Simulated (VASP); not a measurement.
Input of a VASP 6.6.1 run:

The input INCAR:

```
SYSTEM = Ir
PREC = Accurate ; ENCUT = 560
EDIFF = 1E-6 ; ISMEAR = 0
SIGMA = 0.15 ; LREAL = .False.
LASPH = .True. ; NELM = 120
ALGO = Normal ; ISIF = 2
LWAVE = .False. ; LCHARG = .True.
GGA = PS ; LELF = .True.
LVHAR = .True. ; NBANDS = 14
GGA_COMPAT = .False.
```

File KPOINTS:

```
Automatic mesh
0
Gamma
  22 22 22
  0 0 0
```

POSCAR

```
Ir
1.0
    0.0000000000      1.8717075000      2.0156850000
    1.8717075000      0.0000000000      2.0156850000
    1.8717075000      1.8717075000      0.0000000000
Ir
1
Direct
    0.0000000000      0.0000000000      0.0000000000
```

Potentials or basis: VASP PAW PBE potentials, release 64 (Ir_sv_GW).

The run is started by

```console
$ cat potpaw_PBE.64/Ir_sv_GW/POTCAR > POTCAR
$ mpirun -np 1 vasp_std > vasp.out
```

Predict the pressure.

-2.4 GPa.

What does it give for the band gap on the k mesh?

Zero (an odd number of electrons rules out a gap without spin polarisation).

Stress tensor (GPa, compression positive):
```
  7.11   0.00   0.00
  0.00   7.11   0.00
  0.00   0.00 -21.44
```

Caveat: the cell differs from its parent crystal (strain -0.025 along x and y, +0.050 along z); the stress differs along the axes, from -21 to 7 GPa; the PAW data sets were made with another functional, which shifts forces and pressure a little; spin-orbit coupling is left out, which moves the levels of the heavy elements.
